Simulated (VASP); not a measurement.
# Ga (Cmce) in VASP: a series of runs

Ga is run at these levels: PBEsol; tasks: electric field gradients.

All numbers are computed with VASP 6.6.1; they aren't measurements. Logs are shortened: lines on timing, memory, paths and dates and some standing lists are left out, and cuts for length are marked.

## 1. The cell of the first run

It takes space group Cmce (No. 64, orthorhombic). Conventional cell: a = 4.511 Å, b = 7.645 Å, c = 4.517 Å, α = 90.00°, β = 90.00°, γ = 90.00°. Within 3.2 Å of Ga (site symmetry m) lie 7 Ga at 2.44 to 2.79 Å.

## 2. Electric field gradients, PBEsol

Contents of INCAR:

```
SYSTEM = Ga
PREC     = Accurate       ! precision mode
ENCUT    = 520            ! plane-wave cutoff, eV
EDIFF    = 1E-8           ! SCF threshold, eV
ISMEAR   = -1             ! smearing method
SIGMA    = 0.05           ! smearing width, eV
LREAL    = .FALSE.        ! projectors in reciprocal space
LASPH    = .TRUE.         ! aspherical terms in the spheres
NELM     = 60             ! most SCF steps
ALGO     = Normal         ! electronic algorithm
ISIF     = 2              ! what is computed and relaxed
LWAVE    = .FALSE.        ! write WAVECAR
LCHARG   = .FALSE.        ! write CHGCAR
GGA      = PS             ! functional
LEFG     = .TRUE.       
NBANDS   = 34             ! bands
```

Contents of KPOINTS:

```
Automatic mesh
0
G
  9 9 8
  0 0 0
```

Contents of POSCAR:

```
Ga
1.0
    2.2553500000     -3.8224000000      0.0000000000
    2.2553500000      3.8224000000      0.0000000000
    0.0000000000      0.0000000000      4.5167000000
Ga
4
Direct
    0.1525000000      0.8475000000      0.0785000000
    0.6525000000      0.3475000000      0.4215000000
    0.8475000000      0.1525000000      0.9215000000
    0.3475000000      0.6525000000      0.5785000000
```

Potentials or basis: VASP PAW PBE potentials, release 64 (Ga_d).

Command:

```
> cat potpaw_PBE.64/Ga_d/POTCAR > POTCAR
> mpirun -np 1 vasp_std > vasp.out
```

OUTCAR:

```text
SYSTEM = Ga
   PREC = Accurate
   ENCUT = 520
   EDIFF = 1E-8
   ISMEAR = -1
   LREAL = .FALSE.
   LASPH = .TRUE.
   NELM = 60
   ISIF = 2
   GGA = PS

 ion  position               nearest neighbor table
   1  0.153  0.847  0.078-   3 2.44   4 2.71   4 2.71   2 2.74   2 2.74   3 2.79   3 2.79
   2  0.653  0.347  0.422-   4 2.44   3 2.71   3 2.71   1 2.74   1 2.74   4 2.79   4 2.79
   3  0.847  0.153  0.922-   1 2.44   2 2.71   2 2.71   4 2.74   4 2.74   1 2.79   1 2.79
   4  0.347  0.653  0.578-   2 2.44   1 2.71   1 2.71   3 2.74   3 2.74   2 2.79   2 2.79

  LATTYP: Found a base centered orthorhombic cell.
 ALAT       =     4.5107000000
 B/A-ratio  =     1.6948145521
 C/A-ratio  =     1.0013301705

  Lattice vectors:

 A1 = (   2.2553500000,  -3.8224000000,   0.0000000000)
 A2 = (   2.2553500000,   3.8224000000,   0.0000000000)
 A3 = (   0.0000000000,   0.0000000000,   4.5167000000)

Analysis of symmetry for initial positions (statically):
=====================================================================
 Subroutine PRICEL returns:
 Original cell was already a primitive cell.

 Routine SETGRP: Setting up the symmetry group for a
 base centered orthorhombic supercell.

 Subroutine GETGRP returns: Found  8 space group operations
 (whereof  4 operations were pure point group operations)
 out of a pool of  8 trial point group operations.

The static configuration has the point symmetry C_2h.
 The point group associated with its full space group is D_2h.

Analysis of symmetry for dynamics (positions and initial velocities):
=====================================================================
 Subroutine PRICEL returns:
 Original cell was already a primitive cell.

 Routine SETGRP: Setting up the symmetry group for a
 base centered orthorhombic supercell.

 Subroutine GETGRP returns: Found  8 space group operations
 (whereof  4 operations were pure point group operations)
 out of a pool of  8 trial point group operations.

The dynamic configuration has the point symmetry C_2h.
 The point group associated with its full space group is D_2h.

 Subroutine INISYM returns: Found  8 space group operations
 (whereof  4 operations are pure point group operations),
 and found     1 'primitive' translations

----------------------------------------------------------------------------------------

                                     Primitive cell

  volume of cell :      77.8756

  direct lattice vectors                    reciprocal lattice vectors
     2.255350000 -3.822400000  0.000000000     0.221695081 -0.130807869  0.000000000
     2.255350000  3.822400000  0.000000000     0.221695081  0.130807869  0.000000000
     0.000000000  0.000000000  4.516700000     0.000000000  0.000000000  0.221400580

  length of vectors
     4.438169148  4.438169148  4.516700000     0.257409028  0.257409028  0.221400580

  position of ions in fractional coordinates (direct lattice)
     0.152500000  0.847500000  0.078500000
     0.652500000  0.347500000  0.421500000
     0.847500000  0.152500000  0.921500000
     0.347500000  0.652500000  0.578500000

  ion indices of the primitive-cell ions
   primitive index   ion index
                 1           1
                 2           2
                 3           3
                 4           4

----------------------------------------------------------------------------------------

 KPOINTS: Automatic mesh

Automatic generation of k-mesh.
 Grid dimensions read from file:
 generate k-points for:    9    9    8

 Generating k-lattice:

  Cartesian coordinates                     Fractional coordinates (reciprocal lattice)
     0.024632787 -0.014534208  0.000000000     0.111111111 -0.000000000  0.000000000
     0.024632787  0.014534208  0.000000000    -0.000000000  0.111111111  0.000000000
     0.000000000  0.000000000  0.027675073     0.000000000  0.000000000  0.125000000

  Length of vectors
[... 38 lines left out ...]
   number of dos      NEDOS =    301   number of ions     NIONS =      4
   total plane-waves  NPLWV =  46656
   dimension x,y,z NGX =    36 NGY =   36 NGZ =   36
   dimension x,y,z NGXF=    72 NGYF=   72 NGZF=   72
   ions per type =               4
   NGX,Y,Z   is equivalent  to a cutoff of  13.48, 13.48, 13.25 a.u.
   NGXF,Y,Z  is equivalent  to a cutoff of  26.97, 26.97, 26.50 a.u.
 SYSTEM =  Ga
   PREC   = accura    normal or accurate (medium, high low for compatibility)
   ISTART =      0    job   : 0-new  1-cont  2-samecut
   ICHARG =      2    charge: 1-file 2-atom 10-const
   ISPIN  =      1    spin polarized calculation?
   LNONCOLLINEAR =      F non collinear calculations
   LSORBIT =      F    spin-orbit coupling
   LASPH  =      T    aspherical Exc in radial PAW
   ENCUT  =  520.0 eV  38.22 Ry    6.18 a.u.   8.25  8.25  8.40*2*pi/ulx,y,z
   NELM   =     60;   NELMIN=  2; NELMDL= -5     # of ELM steps
   EDIFF  = 0.1E-07   stopping-criterion for ELM
   LREAL  =      F    real-space projection
   EDIFFG = 0.1E-06   stopping-criterion for IOM
   NSW    =      0    number of steps for IOM
   IBRION =     -1    ionic relax: 0-MD 1-quasi-New 2-CG
   NFREE  =      0    steps in history (QN), initial steepest desc. (CG)
   ISIF   =      2    stress and relaxation
   ISYM   =      2    0-nonsym 1-usesym 2-fastsym
   POTIM  = 0.5000    time-step for ionic-motion
   TEBEG  =    0.0;   TEEND  =   0.0 temperature during run
   PSTRESS=    0.0 pullay stress
   NELECT =      52.0000    total number of electrons
   NUPDOWN=      -1.0000    fix difference up-down
   EMIN   =  10.00;   EMAX   =-10.00  energy-range for DOS
   EFERMI =   0.00;   METHOD = LEGACY
   ISMEAR =    -1;   SIGMA  =   0.05  broadening in eV -4-tet -1-fermi 0-gaus
   EFERMI_NEDOS =   21; number of points for ismear=-14 and -15
   IALGO  =     38    algorithm
   IMIX   =      4    mixing-type and parameters
     AMIX     =   0.40;   BMIX     =  1.00
     AMIX_MAG =   1.60;   BMIX_MAG =  1.00
  volume/ion in A,a.u.               =      19.47       131.38
  Fermi-wavevector in a.u.,A,eV,Ry     =   1.430899  2.704006 27.857529  2.047471
  Thomas-Fermi vector in A             =   2.550694
   LORBIT       =      0    0 simple, 1 ext, 2 COOP (PROOUT), +10 PAW based schemes
   GGA     = PS    functional components
   LHFCALC =     F    Hartree Fock is set to
   AEXX    =    0.0000 exact exchange contribution
   IVDW    =     0    specifies the selected vdW correction
   LEPSILON=     F    determine dielectric tensor
   LRPA    =     F    only Hartree local field effects (RPA)
 non-spin polarized calculation
  energy-cutoff  :      520.00
  volume of cell :       77.88
 maximum number of plane-waves:      2115
 NGX is ok and might be reduce to    36
   NGX = 17   NGY = 17   NGZ = 17

 number of electron      52.0000009 magnetization

 Free energy of the ion-electron system (eV)
  ---------------------------------------------------
  ext. energy  EPLUGINS =         0.00000000
  ---------------------------------------------------
  free energy    TOTEN  =       -13.37164497 eV

  energy without entropy =      -13.36336240  energy(sigma->0) =      -13.36750368

 E-fermi :   4.9275     XC(G=0): -10.8386

 val. band max:        4.9260721319   @ k =  -0.4444   0.3333   0.1250
 cond. band min:       4.9720990608   @ k =   0.1111   0.0000   0.0000
 fundamental gap:      0.0460269289
 Fermi energy:         4.9274779049

 k-point     1 :       0.0000    0.0000    0.0000
  band No.  band energies     occupation
      1     -10.1716      2.00000
      2     -10.1642      2.00000
      3     -10.1633      2.00000
      4     -10.1386      2.00000
      5     -10.0839      2.00000
      6     -10.0524      2.00000
[... 877 lines left out ...]
     33      11.6719      0.00000
     34      12.8014      0.00000

 [... further k-points ...]
[... 5 lines left out ...]
  --------------------------------------------------------------------------------------
  -------------------------------------------------------------------------------------
  Total       -0.8769300      0.1563592     -0.9334286      0.0000000      0.0000000      0.0000000
  in kB      -18.0415641      3.2168640    -19.2039415      0.0000000      0.0000000      0.0000000
  external PRESSURE =     -11.3428805 kB  Pullay stress =       0.0000000 kB

 VOLUME and BASIS-vectors are now :
 -----------------------------------------------------------------------------
  energy-cutoff  :      520.00
  volume of cell :       77.88
      direct lattice vectors                 reciprocal lattice vectors
     2.255350000 -3.822400000  0.000000000     0.221695081 -0.130807869  0.000000000
     2.255350000  3.822400000  0.000000000     0.221695081  0.130807869  0.000000000
     0.000000000  0.000000000  4.516700000     0.000000000  0.000000000  0.221400580

 POSITION                                       TOTAL-FORCE (eV/Angst)
 -----------------------------------------------------------------------------------
      2.25535      2.65657      0.35456         0.000000     -0.419673      0.116359
      2.25535     -1.16583      1.90379         0.000000     -0.419673     -0.116359
      2.25535     -2.65657      4.16214         0.000000      0.419673     -0.116359
      2.25535      1.16583      2.61291         0.000000      0.419673      0.116359
 -----------------------------------------------------------------------------------
    total drift:                                0.000000      0.000000     -0.000000

  FREE ENERGIE OF THE ION-ELECTRON SYSTEM (eV)
  ---------------------------------------------------
  free  energy   TOTEN  =       -13.3716449666 eV

  energy  without entropy=      -13.3633624009  energy(sigma->0) =      -13.36750368

 Electric field gradients (V/A^2)
---------------------------------------------------------------------
 ion       V_xx      V_yy      V_zz      V_xy      V_xz      V_yz
---------------------------------------------------------------------
   1      29.202   -40.762    11.559    -0.000     0.000    26.013
   2      29.202   -40.762    11.559    -0.000     0.000   -26.013
   3      29.202   -40.762    11.559     0.000     0.000    26.013
   4      29.202   -40.762    11.559    -0.000    -0.000   -26.013
---------------------------------------------------------------------

 Electric field gradients after diagonalization (V/A^2)
 (convention: |V_zz| > |V_xx| > |V_yy|)
----------------------------------------------------------------------
 ion       V_xx      V_yy      V_zz     asymmetry (V_yy - V_xx)/ V_zz
----------------------------------------------------------------------
   1      29.202    22.291   -51.493       0.134
   2      29.202    22.291   -51.493       0.134
   3      29.202    22.291   -51.493       0.134
   4      29.202    22.291   -51.493       0.134
----------------------------------------------------------------------

           NMR quadrupolar parameters

 Cq : quadrupolar parameter    Cq=e*Q*V_zz/h
 eta: asymmetry parameters     (V_yy - V_xx)/ V_zz
 Q  : nuclear electric quadrupole moment in mb (millibarn)
----------------------------------------------------------------------
 ion       Cq(MHz)       eta       Q (mb)
----------------------------------------------------------------------
   1      -0.125       0.134       1.000
   2      -0.125       0.134       1.000
   3      -0.125       0.134       1.000
   4      -0.125       0.134       1.000
----------------------------------------------------------------------
```

Wall time 2.4 min (1 thread of Intel Xeon 6975P-C (Granite Rapids), shared host); peak memory 0.37 GiB.

What came out:

* Free energy: -13.3716 eV
* Pressure: -1.1 GPa
* Largest force: 0.436 eV/Å
* Band gap on the k mesh: zero (bands 26 and 27 overlap by 1.28 eV)
* Largest electric field gradient by atom: Ga -51.5 V/Å²

Forces on the atoms (eV/Å):
```
Ga   0.000 -0.420  0.116
Ga   0.000 -0.420 -0.116
Ga   0.000  0.420 -0.116
Ga   0.000  0.420  0.116
```

Stress tensor (GPa, compression positive):
```
-1.80  0.00  0.00
 0.00  0.32  0.00
 0.00  0.00 -1.92
```

Electric field gradients, principal values (V/Å²):
| atom | least | middle | greatest (by size) |
| --- | --- | --- | --- |
| 1 Ga | 22.291 | 29.202 | -51.493 |
| 2 Ga | 22.291 | 29.202 | -51.493 |
| 3 Ga | 22.291 | 29.202 | -51.493 |
| 4 Ga | 22.291 | 29.202 | -51.493 |

Caveat: without QUAD_EFG the Cq values of the log hold for a quadrupole moment of 1 mb, not for the nuclei; the PAW data sets were made with another functional, which shifts forces and pressure a little.

[end of part 1 of 2]
